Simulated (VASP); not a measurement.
A run of VASP 6.6.1:

Contents of INCAR:

```
ALGO = Fast
EDIFF = 1E-6
ENCUT = 520
GGA = PE
ISIF = 2
ISMEAR = 0
LASPH = True
LCHARG = True
LELF = True
LREAL = False
LVHAR = True
LWAVE = False
NBANDS = 14
NELM = 100
PREC = Accurate
SIGMA = 0.15
```

Contents of KPOINTS:

```
k-points
0
Gamma
  22 22 22
```

File POSCAR:

```
Rh
1.0
    0.0000000000      1.9015500000      1.9015500000
    1.9776120000      0.0000000000      1.9015500000
    1.9776120000      1.9015500000      0.0000000000
Rh
1
Direct
    0.0000000000      0.0000000000      0.0000000000
```

Potentials or basis: VASP PAW PBE potentials, release 64 (Rh_pv).

Launch:

```sh
$ cat potpaw_PBE.64/Rh_pv/POTCAR > POTCAR
$ mpirun -np 1 vasp_std > vasp.out
```

Hardware: 1 thread of Intel(R) Xeon(R) 6975P-C (Granite Rapids), with other jobs on the host.

How long does it take, and how much memory?

It took 65 s on 1 thread of Intel(R) Xeon(R) 6975P-C (Granite Rapids) (shared host), peak memory 0.25 GiB. Counts: scf iterations 12, k points 834.
